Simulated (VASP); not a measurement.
# BaHg (Pm-3m) in VASP: further runs

The runs below take BaHg through single point, with LDA.

Program: VASP 6.6.1. These are calculated values, not measurements. Logs are shortened: lines on timing, memory, paths and dates and some standing lists are left out, and cuts for length are marked.

**1. The cell of the first run**

Symmetry: Pm-3m, No. 221, cubic system. Conventional cell: a = 4.234 Å, b = 4.234 Å, c = 4.234 Å, α = 90.00°, β = 90.00°, γ = 90.00°. Within 4.8 Å of Ba (site symmetry m-3m) lie 8 Hg at 3.67 Å and 6 Ba at 4.23 Å. Within 4.8 Å of Hg (site symmetry m-3m) lie 8 Ba at 3.67 Å and 6 Hg at 4.23 Å.

**2. Single point, LDA**

The input, INCAR:

```
PREC = Accurate
ENCUT = 520
EDIFF = 1E-6
ISMEAR = -1
SIGMA = 0.02
LREAL = False
LASPH = True
NELM = 60
ALGO = Normal
ISIF = 2
LWAVE = False
LCHARG = True
LELF = True
LVHAR = True
NBANDS = 18
```

The input, KPOINTS:

```
regular mesh
0
Gamma
  7 7 7
```

The input, POSCAR:

```
BaHg
1.0
    4.2337499903      0.0000000000      0.0000000000
    0.0000000000      4.2337499903      0.0000000000
    0.0000000000      0.0000000000      4.2337499903
Ba Hg
1 1
Direct
    0.0000000000      0.0000000000      0.0000000000
    0.5000000000      0.5000000000      0.5000000000
```

Potentials or basis: VASP PAW LDA potentials, release 64 (Ba_sv, Hg).

Run with:

```console
cat potpaw_LDA.64/Ba_sv/POTCAR potpaw_LDA.64/Hg/POTCAR > POTCAR
mpirun -np 1 vasp_std > vasp.out
```

OUTCAR:

```text
PREC = Accurate
   ENCUT = 520
   EDIFF = 1E-6
   ISMEAR = -1
   LREAL = False
   LASPH = True
   NELM = 60
   ISIF = 2

 ion  position               nearest neighbor table
   1  0.000  0.000  0.000-   2 3.67   2 3.67   2 3.67   2 3.67   2 3.67   2 3.67   2 3.67   2 3.67

   2  0.500  0.500  0.500-   1 3.67   1 3.67   1 3.67   1 3.67   1 3.67   1 3.67   1 3.67   1 3.67

  LATTYP: Found a simple cubic cell.
 ALAT       =     4.2337499903

  Lattice vectors:

 A1 = (   4.2337499903,   0.0000000000,   0.0000000000)
 A2 = (   0.0000000000,   4.2337499903,   0.0000000000)
 A3 = (   0.0000000000,   0.0000000000,   4.2337499903)

Analysis of symmetry for initial positions (statically):
=====================================================================
 Subroutine PRICEL returns:
 Original cell was already a primitive cell.

 Routine SETGRP: Setting up the symmetry group for a
 simple cubic supercell.

 Subroutine GETGRP returns: Found 48 space group operations
 (whereof 48 operations were pure point group operations)
 out of a pool of 48 trial point group operations.

The static configuration has the point symmetry O_h .

Analysis of symmetry for dynamics (positions and initial velocities):
=====================================================================
 Subroutine PRICEL returns:
 Original cell was already a primitive cell.

 Routine SETGRP: Setting up the symmetry group for a
 simple cubic supercell.

 Subroutine GETGRP returns: Found 48 space group operations
 (whereof 48 operations were pure point group operations)
 out of a pool of 48 trial point group operations.

The dynamic configuration has the point symmetry O_h .

 Subroutine INISYM returns: Found 48 space group operations
 (whereof 48 operations are pure point group operations),
 and found     1 'primitive' translations

----------------------------------------------------------------------------------------

                                     Primitive cell

  volume of cell :      75.8884

  direct lattice vectors                    reciprocal lattice vectors
     4.233749990  0.000000000  0.000000000     0.236197225  0.000000000  0.000000000
     0.000000000  4.233749990  0.000000000     0.000000000  0.236197225  0.000000000
     0.000000000  0.000000000  4.233749990     0.000000000  0.000000000  0.236197225

  length of vectors
     4.233749990  4.233749990  4.233749990     0.236197225  0.236197225  0.236197225

  position of ions in fractional coordinates (direct lattice)
     0.000000000  0.000000000  0.000000000
     0.500000000  0.500000000  0.500000000

  ion indices of the primitive-cell ions
   primitive index   ion index
                 1           1
                 2           2

----------------------------------------------------------------------------------------

 KPOINTS: regular mesh

Automatic generation of k-mesh.
 Grid dimensions read from file:
 generate k-points for:    7    7    7

 Generating k-lattice:

  Cartesian coordinates                     Fractional coordinates (reciprocal lattice)
     0.033742461  0.000000000  0.000000000     0.142857143  0.000000000  0.000000000
     0.000000000  0.033742461  0.000000000     0.000000000  0.142857143  0.000000000
     0.000000000  0.000000000  0.033742461     0.000000000  0.000000000  0.142857143

  Length of vectors
     0.033742461  0.033742461  0.033742461

  Shift w.r.t. Gamma in fractional coordinates (k-lattice)
     0.000000000  0.000000000  0.000000000

 Subroutine IBZKPT returns following result:
 ===========================================

 Found     20 irreducible k-points:

 Following reciprocal coordinates:
            Coordinates               Weight
  0.000000  0.000000  0.000000      1.000000
  0.142857  0.000000  0.000000      6.000000
  0.285714  0.000000  0.000000      6.000000
  0.428571  0.000000  0.000000      6.000000
  0.142857  0.142857  0.000000     12.000000
  0.285714  0.142857  0.000000     24.000000
[... 12 lines left out ...]
  0.428571  0.428571  0.285714     24.000000
  0.428571  0.428571  0.428571      8.000000
   k-points           NKPTS =     20   k-points in BZ     NKDIM =     20   number of bands    NBANDS=     18
   number of dos      NEDOS =    301   number of ions     NIONS =      2
   total plane-waves  NPLWV =  32768
   dimension x,y,z NGX =    32 NGY =   32 NGZ =   32
   dimension x,y,z NGXF=    64 NGYF=   64 NGZF=   64
   ions per type =               1   1
   NGX,Y,Z   is equivalent  to a cutoff of  12.57, 12.57, 12.57 a.u.
   NGXF,Y,Z  is equivalent  to a cutoff of  25.13, 25.13, 25.13 a.u.
 SYSTEM =  unknown system
   PREC   = accura    normal or accurate (medium, high low for compatibility)
   ISTART =      0    job   : 0-new  1-cont  2-samecut
   ICHARG =      2    charge: 1-file 2-atom 10-const
   ISPIN  =      1    spin polarized calculation?
   LNONCOLLINEAR =      F non collinear calculations
   LSORBIT =      F    spin-orbit coupling
   LASPH  =      T    aspherical Exc in radial PAW
   ENCUT  =  520.0 eV  38.22 Ry    6.18 a.u.   7.87  7.87  7.87*2*pi/ulx,y,z
   NELM   =     60;   NELMIN=  2; NELMDL= -5     # of ELM steps
   EDIFF  = 0.1E-05   stopping-criterion for ELM
   LREAL  =      F    real-space projection
[... 7 lines left out ...]
   TEBEG  =    0.0;   TEEND  =   0.0 temperature during run
   PSTRESS=    0.0 pullay stress
   NELECT =      22.0000    total number of electrons
   NUPDOWN=      -1.0000    fix difference up-down
   EMIN   =  10.00;   EMAX   =-10.00  energy-range for DOS
   EFERMI =   0.00;   METHOD = LEGACY
   ISMEAR =    -1;   SIGMA  =   0.02  broadening in eV -4-tet -1-fermi 0-gaus
   EFERMI_NEDOS =   21; number of points for ismear=-14 and -15
   IALGO  =     38    algorithm
   IMIX   =      4    mixing-type and parameters
     AMIX     =   0.40;   BMIX     =  1.00
     AMIX_MAG =   1.60;   BMIX_MAG =  1.00
  volume/ion in A,a.u.               =      37.94       256.06
  Fermi-wavevector in a.u.,A,eV,Ry     =   1.083487  2.047494 15.972489  1.173945
  Thomas-Fermi vector in A             =   2.219555
   LORBIT       =      0    0 simple, 1 ext, 2 COOP (PROOUT), +10 PAW based schemes
   GGA     = CA    functional components
   LHFCALC =     F    Hartree Fock is set to
   AEXX    =    0.0000 exact exchange contribution
   IVDW    =     0    specifies the selected vdW correction
   LEPSILON=     F    determine dielectric tensor
   LRPA    =     F    only Hartree local field effects (RPA)
 non-spin polarized calculation
  energy-cutoff  :      520.00
  volume of cell :       75.89
 maximum number of plane-waves:      2057
 NGX is ok and might be reduce to    32
   NGX = 15   NGY = 15   NGZ = 15

 number of electron      22.0000002 magnetization

 Free energy of the ion-electron system (eV)
  ---------------------------------------------------
  ext. energy  EPLUGINS =         0.00000000
  ---------------------------------------------------
  free energy    TOTEN  =        -4.27249497 eV

  energy without entropy =       -4.26908603  energy(sigma->0) =       -4.27079050

 E-fermi :   2.0951     XC(G=0):  -9.1866

 val. band max:        2.0658390938   @ k =   0.2857   0.2857   0.1429
 cond. band min:       2.0961760644   @ k =   0.4286   0.4286   0.1429
 fundamental gap:      0.0303369706
 Fermi energy:         2.0950654824

 k-point     1 :       0.0000    0.0000    0.0000
  band No.  band energies     occupation
      1     -26.2476      2.00000
      2     -11.2874      2.00000
      3     -11.2874      2.00000
      4     -11.2874      2.00000
      5      -4.9443      2.00000
      6      -4.9443      2.00000
[... 10 lines left out ...]
     17       6.7849      0.00000
     18       6.7849      0.00000

 k-point     2 :       0.1429    0.0000    0.0000
  band No.  band energies     occupation
      1     -26.2422      2.00000
      2     -11.3861      2.00000
      3     -11.2815      2.00000
      4     -11.2815      2.00000
      5      -4.9359      2.00000
      6      -4.8988      2.00000
[... 10 lines left out ...]
     17       7.7048      0.00000
     18       7.7048      0.00000

 k-point     3 :       0.2857    0.0000    0.0000
  band No.  band energies     occupation
      1     -26.2299      2.00000
      2     -11.5957      2.00000
      3     -11.2684      2.00000
      4     -11.2684      2.00000
      5      -4.9170      2.00000
      6      -4.7991      2.00000
[... 10 lines left out ...]
     17       8.9774      0.00000
     18       8.9774      0.00000

 k-point     4 :       0.4286    0.0000    0.0000
  band No.  band energies     occupation
      1     -26.2200      2.00000
      2     -11.7532      2.00000
      3     -11.2578      2.00000
      4     -11.2578      2.00000
      5      -4.9018      2.00000
      6      -4.7563      2.00000
[... 10 lines left out ...]
     17       8.9861      0.00000
     18       9.6227      0.00000

 k-point     5 :       0.1429    0.1429    0.0000
  band No.  band energies     occupation
      1     -26.2368      2.00000
      2     -11.3909      2.00000
      3     -11.3629      2.00000
      4     -11.2749      2.00000
      5      -4.9119      2.00000
      6      -4.8726      2.00000
[... 10 lines left out ...]
     17       6.8809      0.00000
     18       8.3819      0.00000

 k-point     6 :       0.2857    0.1429    0.0000
  band No.  band energies     occupation
      1     -26.2247      2.00000
      2     -11.5814      2.00000
      3     -11.3550      2.00000
      4     -11.2599      2.00000
      5      -4.8922      2.00000
      6      -4.7864      2.00000
[... 223 lines left out ...]
 k-point    17 :       0.2857    0.2857    0.2857
  band No.  band energies     occupation
      1     -26.1963      2.00000
      2     -11.5226      2.00000
      3     -11.5009      2.00000
      4     -11.5009      2.00000
      5      -4.8516      2.00000
      6      -4.7915      2.00000
[... 10 lines left out ...]
     17       9.0907      0.00000
     18       9.0907      0.00000

 k-point    18 :       0.4286    0.2857    0.2857
  band No.  band energies     occupation
      1     -26.1870      2.00000
      2     -11.6474      2.00000
      3     -11.4875      2.00000
      4     -11.4872      2.00000
      5      -4.8704      2.00000
      6      -4.8061      2.00000
[... 10 lines left out ...]
     17       8.3833      0.00000
     18       9.9351      0.00000

 k-point    19 :       0.4286    0.4286    0.2857
  band No.  band energies     occupation
      1     -26.1778      2.00000
      2     -11.6255      2.00000
      3     -11.6228      2.00000
      4     -11.4711      2.00000
      5      -4.8502      2.00000
      6      -4.8033      2.00000
[... 10 lines left out ...]
     17       8.4496      0.00000
     18       9.5288      0.00000

 k-point    20 :       0.4286    0.4286    0.4286
  band No.  band energies     occupation
      1     -26.1687      2.00000
      2     -11.6087      2.00000
      3     -11.6087      2.00000
      4     -11.6086      2.00000
      5      -4.8076      2.00000
      6      -4.7808      2.00000
[... 10 lines left out ...]
     17       9.0503      0.00000
     18       9.0503      0.00000

------------------------ aborting loop because EDIFF is reached ----------------------------------------

  FORCE on cell =-STRESS in cart. coord.  units (eV):
  Direction    XX          YY          ZZ          XY          YZ          ZX
  --------------------------------------------------------------------------------------
  -------------------------------------------------------------------------------------
  Total       -1.5486064     -1.5486064     -1.5486064     -0.0000000      0.0000000      0.0000000
  in kB      -32.6945985    -32.6945985    -32.6945985     -0.0000000      0.0000000      0.0000000
  external PRESSURE =     -32.6945985 kB  Pullay stress =       0.0000000 kB

 VOLUME and BASIS-vectors are now :
 -----------------------------------------------------------------------------
  energy-cutoff  :      520.00
  volume of cell :       75.89
      direct lattice vectors                 reciprocal lattice vectors
     4.233749990  0.000000000  0.000000000     0.236197225  0.000000000  0.000000000
     0.000000000  4.233749990  0.000000000     0.000000000  0.236197225  0.000000000
     0.000000000  0.000000000  4.233749990     0.000000000  0.000000000  0.236197225

 POSITION                                       TOTAL-FORCE (eV/Angst)
 -----------------------------------------------------------------------------------
      0.00000      0.00000      0.00000         0.000000      0.000000      0.000000
      2.11687      2.11687      2.11687         0.000000      0.000000      0.000000
 -----------------------------------------------------------------------------------
    total drift:                                0.000000      0.000000     -0.000000

  FREE ENERGIE OF THE ION-ELECTRON SYSTEM (eV)
  ---------------------------------------------------
  free  energy   TOTEN  =        -4.2724949660 eV

  energy  without entropy=       -4.2690860335  energy(sigma->0) =       -4.27079050
```

Wall time 28 s (1 thread of AMD EPYC 7R13, shared host); peak memory 0.14 GiB.

Results:

```yaml
Free_energy: -4.2725 eV
Pressure: -3.3 GPa
Band_gap_on_the_k_mesh: zero (band 11 reaches 3.01 eV, above the bottom of band 12 at 1.22 eV)
```

Caveat: spin-orbit coupling is left out, which moves the levels of the heavy elements.

**3. Single point, LDA**

This run uses another cell than the first one, of 38.67 Å³/atom, 1.019 times its volume.

The input, INCAR:

```
SYSTEM = BaHg
ALGO = Normal
EDIFF = 1E-7
ENCUT = 520
ISIF = 2
ISMEAR = -1
LASPH = .True.
LCHARG = .False.
LREAL = .False.
LWAVE = .False.
NBANDS = 18
NELM = 60
PREC = Accurate
SIGMA = 0.02
```

The input, KPOINTS:

```
k-points
0
Gamma
  7 7 7
  0 0 0
```

The input, POSCAR:

```
BaHg
1.0
    4.2607172778      0.0000000000      0.0000000000
    0.0000000000      4.2607172778      0.0000000000
    0.0000000000      0.0000000000      4.2607172778
Ba Hg
1 1
Direct
    0.0000000000      0.0000000000      0.0000000000
    0.5000000000      0.5000000000      0.5000000000
```

Potentials or basis: VASP PAW LDA potentials, release 64 (Ba_sv, Hg).

Run with:

```console
cat potpaw_LDA.64/Ba_sv/POTCAR potpaw_LDA.64/Hg/POTCAR > POTCAR
mpirun -np 1 vasp_std > vasp.out
```

OUTCAR:

```text
SYSTEM = BaHg
   EDIFF = 1E-7
   ENCUT = 520
   ISIF = 2
   ISMEAR = -1
   LASPH = .True.
   LREAL = .False.
   NELM = 60
   PREC = Accurate

 ion  position               nearest neighbor table
   1  0.000  0.000  0.000-   2 3.69   2 3.69   2 3.69   2 3.69   2 3.69   2 3.69   2 3.69   2 3.69

   2  0.500  0.500  0.500-   1 3.69   1 3.69   1 3.69   1 3.69   1 3.69   1 3.69   1 3.69   1 3.69

  LATTYP: Found a simple cubic cell.
 ALAT       =     4.2607172778

  Lattice vectors:

[... 601 lines left out ...]

  FORCE on cell =-STRESS in cart. coord.  units (eV):
  Direction    XX          YY          ZZ          XY          YZ          ZX
  --------------------------------------------------------------------------------------
  -------------------------------------------------------------------------------------
  Total       -1.7190561     -1.7190561     -1.7190561      0.0000000      0.0000000     -0.0000000
  in kB      -35.6084021    -35.6084021    -35.6084021      0.0000000      0.0000000     -0.0000000
  external PRESSURE =     -35.6084021 kB  Pullay stress =       0.0000000 kB

 VOLUME and BASIS-vectors are now :
 -----------------------------------------------------------------------------
  energy-cutoff  :      520.00
  volume of cell :       77.35
      direct lattice vectors                 reciprocal lattice vectors
     4.260717278  0.000000000  0.000000000     0.234702266  0.000000000  0.000000000
     0.000000000  4.260717278  0.000000000     0.000000000  0.234702266  0.000000000
     0.000000000  0.000000000  4.260717278     0.000000000  0.000000000  0.234702266

 POSITION                                       TOTAL-FORCE (eV/Angst)
 -----------------------------------------------------------------------------------
      0.00000      0.00000      0.00000         0.000000      0.000000      0.000000
      2.13036      2.13036      2.13036         0.000000      0.000000      0.000000
 -----------------------------------------------------------------------------------
    total drift:                                0.000000      0.000000     -0.000000

  FREE ENERGIE OF THE ION-ELECTRON SYSTEM (eV)
  ---------------------------------------------------
  free  energy   TOTEN  =        -4.2417156371 eV

  energy  without entropy=       -4.2383205276  energy(sigma->0) =       -4.24001808
```

Run time: 28 s. Hardware: 1 thread of AMD EPYC 7R13, shared host; peak memory 0.14 GiB.

What came out:

* Free energy: -4.2417 eV
* Pressure: -3.6 GPa
* Band gap on the k mesh: zero (band 11 reaches 2.91 eV, above the bottom of band 12 at 1.17 eV)

Levels at points of the mesh, in eV from the Fermi level:
```csv
k point,band 7,band 8,band 9,band 10,band 11,band 12,band 13,band 14,band 15,band 16
"(0.00, 0.00, 0.00)",-6.82,-6.82,-6.82,-5.90,0.88,0.88,3.77,3.77,3.77,4.61
```

Caveat: spin-orbit coupling is left out, which moves the levels of the heavy elements.
